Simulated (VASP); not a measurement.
# NbAs (rocksalt type) (Fm-3m) in VASP: a series of runs, part 2 of 2

VASP 6.6.1.

### 4 Single point, PBE, non-collinear spin, zero start, spin-orbit coupling

This run uses another cell than the first one, of 18.35 Å³/atom.

INCAR

```
ALGO     = Normal         # electronic algorithm
EDIFF    = 1E-6           # SCF threshold, eV
ENCUT    = 520            # plane-wave cutoff, eV
GGA      = PE             # functional
GGA_COMPAT= False        
ISIF     = 2              # what is computed and relaxed
ISMEAR   = -1             # smearing method
LASPH    = True           # aspherical terms in the spheres
LCHARG   = True           # write CHGCAR
LMAXMIX  = 4              # l up to which the mixer works
LNONCOLLINEAR= True           # non-collinear magnetism
LORBIT   = 11             # projections on sites
LORBMOM  = True         
LREAL    = False          # projectors in reciprocal space
LSORBIT  = True           # spin-orbit coupling
LVHAR    = True         
LWAVE    = False          # write WAVECAR
MAGMOM   = 0 0 0 0 0 0    # initial moments
NBANDS   = 30             # bands
NELM     = 150            # most SCF steps
PREC     = Accurate       # precision mode
SIGMA    = 0.05           # smearing width, eV
```

KPOINTS

```
k-points
0
Gamma
  11 11 11
```

POSCAR

```
NbAs
1.0
    0.0000000000      2.6376010551      2.6376010551
    2.6376010551      0.0000000000      2.6376010551
    2.6376010551      2.6376010551      0.0000000000
Nb As
1 1
Direct
    0.0000000000      0.0000000000      0.0000000000
    0.5000000000      0.5000000000      0.5000000000
```

Potentials or basis: VASP PAW PBE potentials, release 64 (Nb_sv, As).

Launch:

```sh
> cat potpaw_PBE.64/Nb_sv/POTCAR potpaw_PBE.64/As/POTCAR > POTCAR
> mpirun -np 1 vasp_ncl > vasp.out
```

OUTCAR:

```text
EDIFF = 1E-6
   ENCUT = 520
   GGA = PE
   ISIF = 2
   ISMEAR = -1
   LASPH = True
   LNONCOLLINEAR = True
   LORBIT = 11
   LREAL = False
   LSORBIT = True
   NELM = 150
   PREC = Accurate

 ion  position               nearest neighbor table
   1  0.000  0.000  0.000-   2 2.64   2 2.64   2 2.64   2 2.64   2 2.64   2 2.64
   2  0.500  0.500  0.500-   1 2.64   1 2.64   1 2.64   1 2.64   1 2.64   1 2.64

  LATTYP: Found a face centered cubic cell.
 ALAT       =     5.2752021102

  Lattice vectors:

 A1 = (   0.0000000000,   2.6376010551,   2.6376010551)
 A2 = (   2.6376010551,   0.0000000000,   2.6376010551)
 A3 = (   2.6376010551,   2.6376010551,   0.0000000000)

Analysis of symmetry for initial positions (statically):
=====================================================================
 Subroutine PRICEL returns:
 Original cell was already a primitive cell.

 Routine SETGRP: Setting up the symmetry group for a
 face centered cubic supercell.

 Subroutine GETGRP returns: Found 48 space group operations
 (whereof 48 operations were pure point group operations)
 out of a pool of 48 trial point group operations.

The static configuration has the point symmetry O_h .

Analysis of symmetry for dynamics (positions and initial velocities):
=====================================================================
 Subroutine PRICEL returns:
 Original cell was already a primitive cell.

 Routine SETGRP: Setting up the symmetry group for a
 face centered cubic supercell.

 Subroutine GETGRP returns: Found 48 space group operations
 (whereof 48 operations were pure point group operations)
 out of a pool of 48 trial point group operations.

The dynamic configuration has the point symmetry O_h .

Analysis of structural, dynamic, and magnetic symmetry:
=====================================================================
 Subroutine PRICEL returns:
 Original cell was already a primitive cell.

 Routine SETGRP: Setting up the symmetry group for a
 face centered cubic supercell.

 Subroutine GETGRP returns: Found 48 space group operations
 (whereof 48 operations were pure point group operations)
 out of a pool of 48 trial point group operations.

The overall configuration has the point symmetry O_h .

 Subroutine INISYM returns: Found 48 space group operations
 (whereof 48 operations are pure point group operations),
 and found     1 'primitive' translations

----------------------------------------------------------------------------------------

                                     Primitive cell

  volume of cell :      36.6993

  direct lattice vectors                    reciprocal lattice vectors
     0.000000000  2.637601055  2.637601055    -0.189566197  0.189566197  0.189566197
     2.637601055  0.000000000  2.637601055     0.189566197 -0.189566197  0.189566197
     2.637601055  2.637601055  0.000000000     0.189566197  0.189566197 -0.189566197

  length of vectors
     3.730131184  3.730131184  3.730131184     0.328338284  0.328338284  0.328338284

  position of ions in fractional coordinates (direct lattice)
[... 925 lines left out ...]
     29      17.8130      0.00000
     30      17.8130      0.00000

 [... further k-points ...]
[... 5 lines left out ...]
  --------------------------------------------------------------------------------------
  -------------------------------------------------------------------------------------
  Total        0.0140509      0.0140509      0.0140509      0.0000000      0.0000000      0.0000000
  in kB        0.6134190      0.6134190      0.6134190      0.0000000      0.0000000      0.0000000
  external PRESSURE =       0.6134190 kB  Pullay stress =       0.0000000 kB

 VOLUME and BASIS-vectors are now :
 -----------------------------------------------------------------------------
  energy-cutoff  :      520.00
  volume of cell :       36.70
      direct lattice vectors                 reciprocal lattice vectors
     0.000000000  2.637601055  2.637601055    -0.189566197  0.189566197  0.189566197
     2.637601055  0.000000000  2.637601055     0.189566197 -0.189566197  0.189566197
     2.637601055  2.637601055  0.000000000     0.189566197  0.189566197 -0.189566197

 POSITION                                       TOTAL-FORCE (eV/Angst)
 -----------------------------------------------------------------------------------
      0.00000      0.00000      0.00000         0.000000      0.000000      0.000000
      2.63760      2.63760      2.63760        -0.000000     -0.000000     -0.000000
 -----------------------------------------------------------------------------------
    total drift:                               -0.000000      0.000000      0.000000

  FREE ENERGIE OF THE ION-ELECTRON SYSTEM (eV)
  ---------------------------------------------------
  free  energy   TOTEN  =       -15.4669337002 eV

  energy  without entropy=      -15.4455440474  energy(sigma->0) =      -15.45623887

 orbital moment (x)

 # of ion     p       d       tot
 ----------------------------------------
  1        -0.000  -0.000  -0.000
  2        -0.000   0.000   0.000
 ----------------------------------------
           -0.000  -0.000  -0.000

 orbital moment (y)

 # of ion     p       d       tot
 ----------------------------------------
  1        -0.000  -0.000  -0.000
  2        -0.000  -0.000  -0.000
 ----------------------------------------
           -0.000  -0.000  -0.000

 orbital moment (z)

 # of ion     p       d       tot
 ----------------------------------------
  1         0.000   0.000   0.000
  2         0.000  -0.000   0.000
 ----------------------------------------
            0.000  -0.000   0.000

 Spin-Orbit-Coupling matrix elements

 Ion:    1  E_soc:     -0.1735514
 l=   1
     0.0000000    -0.0264587    -0.0264587
    -0.0264587     0.0000000    -0.0264587
    -0.0264587    -0.0264587     0.0000000
 l=   2
     0.0000000    -0.0005701     0.0000000    -0.0005701    -0.0018964
    -0.0005701     0.0000000    -0.0014223    -0.0005701    -0.0004741
     0.0000000    -0.0014223     0.0000000    -0.0014223     0.0000000
    -0.0005701    -0.0005701    -0.0014223     0.0000000    -0.0004741
    -0.0018964    -0.0004741     0.0000000    -0.0004741     0.0000000
 l=   3
     0.0000000     0.0000000     0.0000000     0.0000000     0.0000000     0.0000000     0.0000000
     0.0000000     0.0000000     0.0000000     0.0000000     0.0000000     0.0000000     0.0000000
     0.0000000     0.0000000     0.0000000     0.0000000     0.0000000     0.0000000     0.0000000
     0.0000000     0.0000000     0.0000000     0.0000000     0.0000000     0.0000000     0.0000000
     0.0000000     0.0000000     0.0000000     0.0000000     0.0000000     0.0000000     0.0000000
     0.0000000     0.0000000     0.0000000     0.0000000     0.0000000     0.0000000     0.0000000
     0.0000000     0.0000000     0.0000000     0.0000000     0.0000000     0.0000000     0.0000000

 Ion:    2  E_soc:     -0.0254638
 l=   1
     0.0000000    -0.0042493    -0.0042493
    -0.0042493     0.0000000    -0.0042493
    -0.0042493    -0.0042493     0.0000000
 l=   2
     0.0000000    -0.0000040     0.0000000    -0.0000040     0.0000093
    -0.0000040     0.0000000     0.0000070    -0.0000040     0.0000023
     0.0000000     0.0000070     0.0000000     0.0000070     0.0000000
    -0.0000040    -0.0000040     0.0000070     0.0000000     0.0000023
     0.0000093     0.0000023     0.0000000     0.0000023     0.0000000
 l=   3
     0.0000000     0.0000000     0.0000000     0.0000000     0.0000000     0.0000000     0.0000000
     0.0000000     0.0000000     0.0000000     0.0000000     0.0000000     0.0000000     0.0000000
     0.0000000     0.0000000     0.0000000     0.0000000     0.0000000     0.0000000     0.0000000
     0.0000000     0.0000000     0.0000000     0.0000000     0.0000000     0.0000000     0.0000000
     0.0000000     0.0000000     0.0000000     0.0000000     0.0000000     0.0000000     0.0000000
     0.0000000     0.0000000     0.0000000     0.0000000     0.0000000     0.0000000     0.0000000
     0.0000000     0.0000000     0.0000000     0.0000000     0.0000000     0.0000000     0.0000000

 total charge

# of ion       s       p       d       tot
------------------------------------------
    1        2.130   5.987   2.515  10.631
    2        1.197   1.644   0.075   2.915
--------------------------------------------------
tot          3.327   7.630   2.589  13.546

 magnetization (x)

# of ion       s       p       d       tot
------------------------------------------
    1        0.000   0.000   0.000   0.000
    2        0.000  -0.000   0.000  -0.000
--------------------------------------------------
tot          0.000  -0.000   0.000   0.000

 magnetization (y)

# of ion       s       p       d       tot
------------------------------------------
    1        0.000  -0.000  -0.000  -0.000
    2       -0.000   0.000  -0.000   0.000
--------------------------------------------------
tot          0.000   0.000  -0.000   0.000

 magnetization (z)

# of ion       s       p       d       tot
------------------------------------------
    1        0.000  -0.000   0.000   0.000
    2        0.000   0.000   0.000   0.000
--------------------------------------------------
tot          0.000  -0.000   0.000   0.000
```

Run time: 3.6 min. Hardware: 1 thread of Intel Xeon 8259CL, shared host; peak memory 0.3 GiB.

What came out:

```
Free energy                                           : -15.4669 eV
Pressure                                              : 0.1 GPa
Net moment                                            : 0.00 μB per cell
Valence electrons inside the program's atomic spheres : Nb 10.63; As 2.92
```

Moments on the atoms (μB; x, y, z):
```
Nb  0.00 0.00 0.00
As  0.00 0.00 0.00
```

### 5 Overview

```csv
level,potentials or basis,spin,cell,gap on the mesh (eV),pressure (GPa)
LDA,"VASP PAW LDA potentials, release 64 (Nb_sv, As)",off,"a = 3.680 Å, angles 60.0°, 2 atoms",none,-1.9
PBE,"VASP PAW PBE potentials, release 64 (Nb_sv, As)",off,"a = 3.730 Å, angles 60.0°, 2 atoms",none,0.0
PBE,"VASP PAW PBE potentials, release 64 (Nb_sv, As)","non-collinear, zero start, SOC","a = 3.730 Å, angles 60.0°, 2 atoms",-,0.1
```

Alike in all rows: task single point; k mesh 11 × 11 × 11; cutoff (eV) 520; smearing fermi-dirac 0.05 eV.

Absolute energies hang on the potentials; compare differences alone.
